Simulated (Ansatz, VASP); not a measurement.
# One calculation of AgBr, two programs

File INCAR:

```
ALGO     = Normal         # electronic algorithm
EDIFF    = 1E-6           # SCF threshold, eV
ENCUT    = 500            # plane-wave cutoff, eV
GGA      = PE             # functional
GGA_COMPAT= F            
ISIF     = 2              # what is computed and relaxed
ISMEAR   = -1             # smearing method
LASPH    = T              # aspherical terms in the spheres
LCHARG   = F              # write CHGCAR
LREAL    = F              # projectors in reciprocal space
LWAVE    = F              # write WAVECAR
NBANDS   = 16             # bands
NELM     = 120            # most SCF steps
PREC     = Accurate       # precision mode
SIGMA    = 0.0272         # smearing width, eV
```

File KPOINTS:

```
k-points
0
Gamma
  6 6 6
```

POSCAR

```
AgBr
1.0
    0.0000000000      2.8701500000      2.8701500000
    2.8701500000      0.0000000000      2.8701500000
    2.8701500000      2.8701500000      0.0000000000
Ag Br
1 1
Direct
    0.0000000000      0.0000000000      0.0000000000
    0.5000000000      0.5000000000      0.5000000000
```

Input for Ansatz:

```yaml
crystal:
  lattice:
    - [0.0, 2.87015, 2.87015]
    - [2.87015, 0.0, 2.87015]
    - [2.87015, 2.87015, 0.0]
  atoms:
    - { symbol: Ag, position: [0.0, 0.0, 0.0] }
    - { symbol: Br, position: [0.5, 0.5, 0.5] }
kpoints:
  mp_grid: { grid: [6, 6, 6] }
scf:
  occupations: { method: fermi_dirac, width: 0.0272 }
hamiltonian:
  xc: pbe
  pseudopotentials: { kind: paw }
output:
  forces: true
  stress: true
  eigenvalues: true
  core_levels:
    shells: { Ag: ["3d"] }
    counted_from: conduction_bottom
    add_spin: always
  write_density: true
  write_potential: true
  elf: true
  volumetric_format: npy
```

Alike in both runs: task single point; functional PBE; k mesh 6 × 6 × 6; occupations fermi-dirac, width 0.0272 eV; no spin polarisation.

|  | VASP | Ansatz |
| --- | --- | --- |
| version | VASP 6.6.1 | Ansatz 0.2.0 |
| potentials or method | VASP PAW PBE potentials, release 64 (Ag, Br) | PAW with Ansatz's default frozen-core files, scalar-relativistic |
| plane-wave cutoff (eV) | 500 | 420 |
| valence electrons in the cell | 18 | 26 |

|  | VASP | Ansatz | Ansatz less VASP |
| --- | --- | --- | --- |
| pressure (GPa) | 2.3 | 2.3 | +0.04 |

VASP's potentials hold 18 valence electrons a cell and Ansatz's 26, so a difference there can come from the potentials and not from the codes.
